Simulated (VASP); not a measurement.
A run of VASP 6.6.1 is set up as follows.

The input INCAR:

```
  PREC = Accurate
  ENCUT = 520
  EDIFF = 1E-6
  ISMEAR = -1
  SIGMA = 0.05
  LREAL = False
  LASPH = True
  NELM = 100
  ALGO = Normal
  ISIF = 2
  LWAVE = False
  LCHARG = False
  NBANDS = 16
```

File KPOINTS:

```
regular mesh
0
Gamma
  7 7 6
```

File POSCAR:

```
Se
1.0
    4.3951160745      0.0000000000      0.0000000000
   -2.1975580372      3.8062821731      0.0000000000
    0.0000000000      0.0000000000      4.9864062541
Se
3
Direct
    0.7746000000      0.7746000000      0.0000000000
    0.0000000000      0.2254000000      0.6666666667
    0.2254000000      0.0000000000      0.3333333333
```

Potentials or basis: VASP PAW LDA potentials, release 64 (Se).

Command:

```bash
$ cat potpaw_LDA.64/Se/POTCAR > POTCAR
$ mpirun -np 1 vasp_std > vasp.out
```

Q: Predict the largest force.

A: 0.064 eV/Å.

Q: What does it give for the pressure?

A: -2.1 GPa.

Q: Estimate the band gap on the k mesh.

A: 1.11 eV, indirect (least direct gap 1.37 eV).

Stress tensor (GPa, compression positive):
```
-2.39  0.00  0.00
 0.00 -2.39  0.00
 0.00  0.00 -1.58
```

 A k mesh can miss the band edges.
